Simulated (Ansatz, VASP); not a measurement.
**One calculation of NbC, two programs**

The input POSCAR:

```
NbC
1.0
    0.0000000000      2.2345500000      2.2345500000
    2.2345500000      0.0000000000      2.2345500000
    2.2345500000      2.2345500000      0.0000000000
Nb C
1 1
Direct
    0.0000000000      0.0000000000      0.0000000000
    0.5000000000      0.5000000000      0.5000000000
```

File INCAR.step1:

```
PREC     = Accurate       # precision mode
ENCUT    = 660            # plane-wave cutoff, eV
ISMEAR   = -1             # smearing method
SIGMA    = 0.1            # smearing width, eV
LREAL    = False          # projectors in reciprocal space
LASPH    = True           # aspherical terms in the spheres
NELM     = 120            # most SCF steps
NBANDS   = 16             # bands
GGA      = PE             # functional
ALGO     = Normal         # electronic algorithm
EDIFF    = 1E-5           # SCF threshold, eV
LWAVE    = True           # write WAVECAR
LCHARG   = False          # write CHGCAR
GGA_COMPAT= False
```

INCAR.step2

```
PREC     = Accurate       # precision mode
ENCUT    = 660            # plane-wave cutoff, eV
EDIFF    = 1E-6           # SCF threshold, eV
ISMEAR   = -1             # smearing method
SIGMA    = 0.1            # smearing width, eV
LREAL    = False          # projectors in reciprocal space
LASPH    = True           # aspherical terms in the spheres
NELM     = 120            # most SCF steps
ALGO     = Normal         # electronic algorithm
ISIF     = 2              # what is computed and relaxed
LWAVE    = False          # write WAVECAR
LCHARG   = False          # write CHGCAR
METAGGA  = R2SCAN         # meta-GGA
LMIXTAU  = True         
NBANDS   = 16             # bands
ISTART   = 1            
GGA_COMPAT= False
```

KPOINTS

```
Automatic mesh
0
Gamma
  3 3 3
```

Input for Ansatz:

```yaml
crystal:
  lattice:
    - [0.0, 2.23455, 2.23455]
    - [2.23455, 0.0, 2.23455]
    - [2.23455, 2.23455, 0.0]
  atoms:
    - { symbol: Nb, position: [0.0, 0.0, 0.0] }
    - { symbol: C, position: [0.5, 0.5, 0.5] }
kpoints:
  mp_grid:
    grid: [3, 3, 3]
hamiltonian:
  xc: r2scan
  pseudopotentials:
    kind: paw
scf:
  occupations:
    method: fermi_dirac
    width: 0.1
output:
  forces: true
  stress: true
```

Alike in both runs: task single point; functional r2SCAN; k mesh 3 × 3 × 3; occupations fermi-dirac, width 0.1 eV; no spin polarisation.

```csv
,VASP,Ansatz
version,VASP 6.6.1,Ansatz 0.2.0
potentials or method,"VASP PAW PBE potentials, release 64 (Nb_sv, C)","plane waves, PAW"
plane-wave cutoff (eV),660,500
valence electrons in the cell,17,17
```

|  | VASP | Ansatz | Ansatz less VASP |
| --- | --- | --- | --- |
| pressure (GPa) | 6.6 | 7.0 | +0.34 |

VASP's potentials were made for PBE, not for r2SCAN.

The k mesh is coarse, so the values compare programs but aren't converged.
